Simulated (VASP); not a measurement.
Crystal: I.

```xyz
1
Lattice="0.0000 2.4120 3.9865 2.2352 0.0000 3.9865 2.2352 2.4120 0.0000" Properties=species:S:1:pos:R:3 pbc="T T T"
I     0.0000    0.0000    0.0000
```

Base run:

- Program: VASP 6.6.1
- Functional: r2SCAN
- Potentials or basis: VASP PAW PBE potentials, release 64 (I)
- Cutoff: 520 eV
- k mesh: 9 × 9 × 9
- Occupations: fermi-dirac, width 0.05 eV
- Spin: no spin polarisation

Its results: band gap on the k mesh zero (an odd number of electrons rules out a gap without spin polarisation); pressure -1.4 GPa.

**Question.** The run is repeated on the same cell with these changes: further incar settings from ALGO = Normal; EDIFF = 1e-07; NBANDS = 10 to ALGO = Normal; EDIFF = 1e-06; NBANDS = 10; dispersion from none to D3(BJ). What comes out?

**Answer.** Band gap on the k mesh zero (an odd number of electrons rules out a gap without spin polarisation); pressure -1.9 GPa.

Caveats: the PAW data sets were made with another functional, which shifts forces and pressure a little; spin-orbit coupling is left out, which moves the levels of the heavy elements; an odd number of electrons without spin polarisation forces a metal; a magnetic or distorted state may lie lower.
